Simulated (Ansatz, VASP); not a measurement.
**Two plane-wave programs on Hf2C5**

```
CELL_PARAMETERS angstrom
2.50553 -2.30128 -0.26163
2.50553 2.30128 -0.26163
-0.61173 0.00000 7.54084
ATOMIC_POSITIONS crystal
Hf 0.00000 0.00000 0.00000
Hf 0.50000 0.50000 0.50000
C 0.44889 0.73039 0.81254
C 0.26961 0.55111 0.18746
C 0.55111 0.26961 0.18746
C 0.73039 0.44889 0.81254
C 0.00000 0.00000 0.50000
```

Alike in both runs: functional PBE; k mesh 4 × 4 × 3; occupations gaussian, width 0.2 eV; no spin polarisation.

Ansatz relaxed the structure, and its values are those at the end. VASP's run is a single point on that final structure, the one shown.

|  | VASP | Ansatz |
| --- | --- | --- |
| version | VASP 6.6.1 | Ansatz 0.2.0 |
| potentials or method | VASP PAW PBE potentials, release 64 (Hf_pv, C), cutoff 520 eV | scalar-relativistic, plane waves, PAW |
| valence electrons in the cell | 40 | 72 |

```csv
,VASP,Ansatz,Ansatz less VASP
gap on the k mesh at the Fermi level (eV),none,none,-
pressure (GPa),-0.4,0.1,+0.46
rms of the force components (eV/Å),0.056,0.011,-0.0449
```

A gap of «none» marks a metal or a gap that the smearing closes. The functional is the same, so the differences come from potentials, cutoffs and numerics. VASP's potentials hold 40 valence electrons a cell and Ansatz's 72, so a difference there can come from the potentials and not from the codes.

The k mesh is coarse, so the values compare programs but aren't converged. Neither program's run includes spin-orbit coupling.
